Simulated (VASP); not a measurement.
HfN, 4 atoms in the cell. The structure is hexagonal, space group P6_3/mmc (No. 194). Conventional cell: a = 3.134 Å, b = 3.134 Å, c = 5.417 Å, α = 90.00°, β = 90.00°, γ = 120.00°. Within 3.0 Å of Hf (site symmetry -6m2) lie 6 N at 2.26 Å. Within 3.0 Å of N (site symmetry -3m) lie 6 Hf at 2.26 Å and 2 N at 2.71 Å. 

| Item | Value |
| --- | --- |
| Program | VASP 6.6.1 |
| Task | single point |
| Functional | r2SCAN |
| Potentials or basis | VASP PAW PBE potentials, release 64 (Hf_pv, N) |
| Cutoff | 520 eV |
| k mesh | 8 × 8 × 4 |
| Occupations | methfessel-paxton, width 0.25 eV |
| Spin | no spin polarisation |
| Dipole correction | no |
| Further INCAR settings | ALGO = Normal; EDIFF = 1e-06; NBANDS = 23 |

Potentials or basis: VASP PAW PBE potentials, release 64 (Hf_pv, N).

Launch:

```sh
$ cat potpaw_PBE.64/Hf_pv/POTCAR potpaw_PBE.64/N/POTCAR > POTCAR
$ cp INCAR.step1 INCAR
$ mpirun -np 1 vasp_std > vasp.out
$ cp INCAR.step2 INCAR
$ mpirun -np 1 vasp_std > vasp.out
```

Hardware: 1 thread of Intel(R) Xeon(R) Platinum 8488C (Sapphire Rapids), on a shared host.

**Question.** Estimate the wall time of this run.

**Answer.** It took 66 s on 1 thread of Intel(R) Xeon(R) Platinum 8488C (Sapphire Rapids), with other jobs on the host, peak memory 0.18 GiB. Counts: k points 30.
